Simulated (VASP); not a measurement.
A run of VASP 6.6.1 is set up as follows.

The input INCAR:

```
ALGO     = Normal         # electronic algorithm
EDIFF    = 1E-6           # SCF threshold, eV
ENCUT    = 600            # plane-wave cutoff, eV
GGA      = PE             # functional
GGA_COMPAT= F            
ISIF     = 2              # what is computed and relaxed
ISMEAR   = -1             # smearing method
ISPIN    = 2              # spin polarisation
LASPH    = T              # aspherical terms in the spheres
LCHARG   = T              # write CHGCAR
LELF     = T              # ELF
LMAXMIX  = 4              # l up to which the mixer works
LORBIT   = 11             # projections on sites
LREAL    = F              # projectors in reciprocal space
LVHAR    = T            
LWAVE    = F              # write WAVECAR
MAGMOM   = 0.8            # initial moments
NBANDS   = 17             # bands
NELM     = 200            # most SCF steps
NUPDOWN  = 0.8            # fixed moment
PREC     = Accurate       # precision mode
SIGMA    = 0.05           # smearing width, eV
```

KPOINTS

```
k-points
0
Gamma
  10 10 10
```

The input POSCAR:

```
Cr
1.0
   -1.4844496776      1.4844496776      1.4844496776
    1.4844496776     -1.4844496776      1.4844496776
    1.4844496776      1.4844496776     -1.4844496776
Cr
1
Direct
    0.0000000000      0.0000000000      0.0000000000
```

Potentials or basis: VASP PAW PBE potentials, release 64 (Cr_sv).

Command:

```console
$ cat potpaw_PBE.64/Cr_sv/POTCAR > POTCAR
$ mpirun -np 1 vasp_std > vasp.out
```

Problem. Predict the pressure.

Solution. -21.7 GPa.

Caveat: the total moment is fixed, so each spin has its own Fermi level.
